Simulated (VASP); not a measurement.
# BaTe in VASP: a series of runs, part 2 of 2

VASP 6.6.1. Earlier steps stand in the parts before.

**5. Single point, PBE, collinear spin, zero start**

File INCAR:

```
PREC = Accurate
ENCUT = 520
EDIFF = 1E-6
ISMEAR = 0
SIGMA = 0.05
LREAL = False
LASPH = True
NELM = 150
ALGO = Normal
ISIF = 2
LWAVE = False
LCHARG = False
ISPIN = 2
MAGMOM = 0 0 0 0
LORBIT = 11
GGA = PE
NBANDS = 28
```

File KPOINTS:

```
regular mesh
0
Gamma
  8 8 4
```

File POSCAR:

```
BaTe
1.0
    5.9702102791      0.0000000000      0.0000000000
   -2.9851051396      5.1703537676      0.0000000000
    0.0000000000      0.0000000000      7.0024277399
Ba Te
2 2
Direct
    0.6666666667      0.3333333333      0.0625865676
    0.3333333333      0.6666666667      0.5625865676
    0.6666666667      0.3333333333      0.5626134324
    0.3333333333      0.6666666667      0.0626134324
```

Potentials or basis: VASP PAW PBE potentials, release 64 (Ba_sv, Te).

The run is started by

```bash
$ cat potpaw_PBE.64/Ba_sv/POTCAR potpaw_PBE.64/Te/POTCAR > POTCAR
$ mpirun -np 1 vasp_std > vasp.out
```

OUTCAR:

```text
PREC = Accurate
   ENCUT = 520
   EDIFF = 1E-6
   ISMEAR = 0
   LREAL = False
   LASPH = True
   NELM = 150
   ISIF = 2
   ISPIN = 2
   LORBIT = 11
   GGA = PE

 ion  position               nearest neighbor table
   1  0.667  0.333  0.063-   4 3.45   4 3.45   4 3.45   3 3.50   3 3.50
   2  0.333  0.667  0.563-   3 3.45   3 3.45   3 3.45   4 3.50   4 3.50
   3  0.667  0.333  0.563-   2 3.45   2 3.45   2 3.45   1 3.50   1 3.50
   4  0.333  0.667  0.063-   1 3.45   1 3.45   1 3.45   2 3.50   2 3.50

  LATTYP: Found a hexagonal cell.
 ALAT       =     5.9702102791
 C/A-ratio  =     1.1728946574

  Lattice vectors:

 A1 = (   5.9702102791,   0.0000000000,   0.0000000000)
 A2 = (  -2.9851051396,   5.1703537676,   0.0000000000)
 A3 = (   0.0000000000,   0.0000000000,   7.0024277399)

Analysis of symmetry for initial positions (statically):
=====================================================================
 Subroutine PRICEL returns:
 Original cell was already a primitive cell.

 Routine SETGRP: Setting up the symmetry group for a
 hexagonal supercell.

 Subroutine GETGRP returns: Found 12 space group operations
 (whereof  6 operations were pure point group operations)
 out of a pool of 24 trial point group operations.

The static configuration has the point symmetry C_3v.
 The point group associated with its full space group is C_6v.

Analysis of symmetry for dynamics (positions and initial velocities):
=====================================================================
 Subroutine PRICEL returns:
 Original cell was already a primitive cell.

 Routine SETGRP: Setting up the symmetry group for a
 hexagonal supercell.

 Subroutine GETGRP returns: Found 12 space group operations
 (whereof  6 operations were pure point group operations)
 out of a pool of 24 trial point group operations.

The dynamic configuration has the point symmetry C_3v.
[... 163 lines left out ...]
  ---------------------------------------------------
  ext. energy  EPLUGINS =         0.00000000
  ---------------------------------------------------
  free energy    TOTEN  =       -16.77704026 eV

  energy without entropy =      -16.77704026  energy(sigma->0) =      -16.77704026

 E-fermi :   1.3257     XC(G=0):  -7.0833

 val. band max:        1.0218429556   @ k =   0.0000   0.0000   0.0000
 cond. band min:       2.9459671151   @ k =   0.3750   0.2500   0.0000
 fundamental gap:      1.9241241595
 Fermi energy:         1.3256951376

 spin component 1

 k-point     1 :       0.0000    0.0000    0.0000
  band No.  band energies     occupation
      1     -26.2424      1.00000
      2     -26.2281      1.00000
      3     -11.5371      1.00000
      4     -11.4957      1.00000
      5     -11.4957      1.00000
      6     -11.4302      1.00000
[... 733 lines left out ...]
     27       7.4969      0.00000
     28       7.4969      0.00000

 [... further k-points ...]

 spin component 2

 k-point     1 :       0.0000    0.0000    0.0000
  band No.  band energies     occupation
      1     -26.2425      1.00000
      2     -26.2281      1.00000
      3     -11.5371      1.00000
      4     -11.4957      1.00000
      5     -11.4957      1.00000
      6     -11.4302      1.00000
[... 733 lines left out ...]
     27       7.4969      0.00000
     28       7.4969      0.00000

 [... further k-points ...]
[... 5 lines left out ...]
  --------------------------------------------------------------------------------------
  -------------------------------------------------------------------------------------
  Total        0.3224425      0.3224425      0.3886066     -0.0000000      0.0000000      0.0000000
  in kB        2.3900357      2.3900357      2.8804629     -0.0000000      0.0000000      0.0000000
  external PRESSURE =       2.5535115 kB  Pullay stress =       0.0000000 kB

 VOLUME and BASIS-vectors are now :
 -----------------------------------------------------------------------------
  energy-cutoff  :      520.00
  volume of cell :      216.15
      direct lattice vectors                 reciprocal lattice vectors
     5.970210279  0.000000000  0.000000000     0.167498288  0.096705182  0.000000000
    -2.985105140  5.170353768  0.000000000     0.000000000  0.193410363  0.000000000
     0.000000000  0.000000000  7.002427740     0.000000000  0.000000000  0.142807614

 POSITION                                       TOTAL-FORCE (eV/Angst)
 -----------------------------------------------------------------------------------
      2.98511      1.72345      0.43826         0.000000     -0.000000      0.000459
     -0.00000      3.44690      3.93947        -0.000000      0.000000      0.000459
      2.98511      1.72345      3.93966        -0.000000      0.000000     -0.000459
     -0.00000      3.44690      0.43845         0.000000     -0.000000     -0.000459
 -----------------------------------------------------------------------------------
    total drift:                                0.000000     -0.000000      0.000176

  FREE ENERGIE OF THE ION-ELECTRON SYSTEM (eV)
  ---------------------------------------------------
  free  energy   TOTEN  =       -16.7770402614 eV

  energy  without entropy=      -16.7770402614  energy(sigma->0) =      -16.77704026

 total charge

# of ion       s       p       d       tot
------------------------------------------
    1        2.011   5.603   0.265   7.880
    2        2.011   5.603   0.265   7.880
    3        1.340   2.124   0.002   3.467
    4        1.340   2.124   0.002   3.467
--------------------------------------------------
tot          6.701  15.456   0.536  22.692

 magnetization (x)

# of ion       s       p       d       tot
------------------------------------------
    1        0.000   0.000   0.000   0.000
    2        0.000   0.000   0.000   0.000
    3        0.000  -0.000   0.000   0.000
    4        0.000  -0.000   0.000   0.000
--------------------------------------------------
tot          0.000   0.000   0.000   0.000
```

OSZICAR:

```text
N       E                     dE             d eps       ncg     rms          rms(c)
DAV:   1     0.216146667061E+03    0.21615E+03   -0.11866E+04  3360   0.915E+02
DAV:   2     0.312570494222E+01   -0.21302E+03   -0.19923E+03  4344   0.182E+02
DAV:   3    -0.163545266322E+02   -0.19480E+02   -0.19348E+02  4632   0.598E+01
DAV:   4    -0.173318326441E+02   -0.97731E+00   -0.97542E+00  5236   0.110E+01
DAV:   5    -0.173437883602E+02   -0.11956E-01   -0.11955E-01  4348   0.137E+00    0.516E+00
DAV:   6    -0.168280347439E+02    0.51575E+00   -0.60171E-01  4228   0.244E+00    0.346E+00
DAV:   7    -0.167486824533E+02    0.79352E-01   -0.52380E-01  4096   0.242E+00    0.127E+00
DAV:   8    -0.167660043882E+02   -0.17322E-01   -0.64571E-02  3644   0.105E+00    0.395E-01
DAV:   9    -0.167720686038E+02   -0.60642E-02   -0.93607E-03  3824   0.396E-01    0.175E-01
DAV:  10    -0.167744593774E+02   -0.23908E-02   -0.10499E-03  4084   0.119E-01    0.781E-02
DAV:  11    -0.167767124114E+02   -0.22530E-02   -0.21586E-03  3648   0.146E-01    0.649E-02
DAV:  12    -0.167769720044E+02   -0.25959E-03   -0.26629E-04  4612   0.490E-02    0.433E-02
DAV:  13    -0.167770318620E+02   -0.59858E-04   -0.13738E-04  3808   0.390E-02    0.142E-02
DAV:  14    -0.167770369016E+02   -0.50396E-05   -0.87752E-06  4044   0.108E-02    0.120E-02
DAV:  15    -0.167770389406E+02   -0.20390E-05   -0.12122E-06  3240   0.465E-03    0.358E-03
DAV:  16    -0.167770406697E+02   -0.17291E-05   -0.24771E-06  3172   0.575E-03    0.337E-03
DAV:  17    -0.167770402614E+02    0.40827E-06   -0.60710E-08  2820   0.141E-03
   1 F= -.16777040E+02 E0= -.16777040E+02  d E =-.100795E-19  mag=    -0.0000
```

stdout:

```text
POSCAR found type information on POSCAR BaTe
 POSCAR found :  2 types and       4 ions
 scaLAPACK will be used
 LDA part: xc-table for (Slater+PW92), standard interpolation
 POSCAR, INCAR and KPOINTS ok, starting setup
 FFT: planning ... GRIDC
 FFT: planning ... GRID_SOFT
 FFT: planning ... GRID
 WAVECAR not read
 entering main loop
```

Wall time 9.9 min (1 thread of Oxide Virtual Turin-like, shared host); peak memory 0.57 GiB.

What came out:

```yaml
Free_energy: -16.7770 eV
Pressure: 0.3 GPa
Band_gap_on_the_k_mesh: 1.92 eV (least direct gap 2.22 eV)
Net_moment: 0.00 μB per cell
Valence_electrons_inside_the_program's_atomic_spheres: Ba 7.88; Te 3.47
```

Levels at points of the mesh, in eV from the valence-band top:
Spin up:
```
           k point  band 13  band 14  band 15  band 16  band 17  band 18  band 19  band 20
(0.00, 0.00, 0.00)    -0.94    -0.93    -0.93     0.00     2.32     2.74     2.74     3.60
(0.50, 0.00, 0.00)    -0.84    -0.76    -0.53    -0.39     2.31     2.74     2.90     3.81
(0.00, 0.00, 0.50)    -1.09    -1.09    -1.09    -1.09     3.15     3.15     4.19     4.19
(0.50, 0.00, 0.50)    -0.91    -0.91    -0.75    -0.75     3.10     3.10     3.84     3.84
```
Spin down:
```csv
k point,band 12,band 13,band 14,band 15,band 16,band 17,band 18,band 19,band 20,band 21
"(0.00, 0.00, 0.00)",-1.06,-0.94,-0.93,-0.93,0.00,2.32,2.74,2.74,3.60,4.35
"(0.50, 0.00, 0.00)",-1.01,-0.84,-0.76,-0.53,-0.39,2.31,2.74,2.90,3.81,3.88
"(0.00, 0.00, 0.50)",-1.42,-1.09,-1.09,-1.09,-1.09,3.15,3.15,4.19,4.19,4.19
"(0.50, 0.00, 0.50)",-1.78,-0.91,-0.91,-0.75,-0.75,3.10,3.10,3.84,3.84,4.41
```

Caveat: spin-orbit coupling is left out, which moves the levels of the heavy elements. A k mesh can miss the band edges.

**6. The runs side by side**

```csv
level,spin,cell,k mesh,grid for exact exchange (PRECFOCK),share of exact exchange,screening parameter,gap on the mesh (eV),pressure (GPa)
HSE06,off,"as given, atomic positions A",4 × 4 × 4,Normal,0.25,0.2079 1/Å,2.78,0.0
PBE,off,"as given, atomic positions B",8 × 8 × 4,-,-,-,1.94,0.3
r2SCAN,off,"as given, atomic positions A",8 × 8 × 4,-,-,-,2.28,0.2
PBE,"collinear, zero start","as given, atomic positions A",8 × 8 × 4,-,-,-,1.92,0.3
```

Alike in all rows: task single point; potentials or basis VASP PAW PBE potentials, release 64 (Ba_sv, Te); cutoff (eV) 520; smearing gaussian 0.05 eV.

On the cell as given the gap runs from 1.92 eV (PBE) to 2.78 eV (HSE06); the meshes differ, which moves gaps too.

Caveats: spin-orbit coupling is left out, which moves the levels of the heavy elements; the PAW data sets were made with another functional, which shifts forces and pressure a little (at least some runs).

Absolute energies hang on the potentials; compare differences alone.
